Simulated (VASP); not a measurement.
Wanted: the native input for a VASP 6.6.1 run.

```
Task                   : single point
Functional             : PBEsol
Potentials or basis    : VASP PAW PBE potentials, release 64 (Al, Cu)
Cutoff                 : 520 eV
k mesh                 : 12 × 12 × 10
Occupations            : gaussian, width 0.15 eV
Spin                   : no spin polarisation
Dipole correction      : no
Further INCAR settings : ALGO = Fast; EDIFF = 1e-06; NBANDS = 24
```

The structure of Al3Cu2 lies in POSCAR:

```
Al3Cu2
1.0
    4.2625290189      0.0000000000      0.0000000000
   -2.1312645094      3.6914584147      0.0000000000
    0.0000000000      0.0000000000      4.5835327975
Al Cu
3 2
Direct
    0.0000000000      0.0000000000      0.0000000000
    0.3333333333      0.6666666667      0.3515059889
    0.6666666667      0.3333333333      0.6484940111
    0.3333333333      0.6666666667      0.8422899951
    0.6666666667      0.3333333333      0.1577100049
```

This cell differs from its parent crystal: strain +0.040 along x and y, -0.080 along z.

These files were run (other wordings do the same):

INCAR

```
SYSTEM = Al3Cu2
ALGO = Fast ; EDIFF = 1E-6
ENCUT = 520 ; GGA = PS
ISIF = 2 ; ISMEAR = 0
LASPH = .TRUE. ; LCHARG = .TRUE.
LELF = .TRUE. ; LREAL = .FALSE.
LVHAR = .TRUE. ; LWAVE = .FALSE.
NBANDS = 24 ; NELM = 100
PREC = Accurate ; SIGMA = 0.15
```

KPOINTS

```
k-points
0
G
  12 12 10
  0 0 0
```

Potentials or basis: VASP PAW PBE potentials, release 64 (Al, Cu).

Run with:

```sh
$ cat potpaw_PBE.64/Al/POTCAR potpaw_PBE.64/Cu/POTCAR > POTCAR
$ mpirun -np 1 vasp_std > vasp.out
```

It gave:

The pressure is 4.6 GPa and the largest force is 0.619 eV/Å. The band gap on the k mesh is zero (an odd number of electrons rules out a gap without spin polarisation).

Caveat: the cell differs from its parent crystal (strain +0.040 along x and y, -0.080 along z); the cell stands under pressure; the PAW data sets were made with another functional, which shifts forces and pressure a little.

Wall time 5.2 min on 1 thread of Intel(R) Xeon(R) Platinum 8259CL CPU @ 2.50GHz (Skylake/Cascade Lake), on a shared host, peak memory 0.36 GiB.
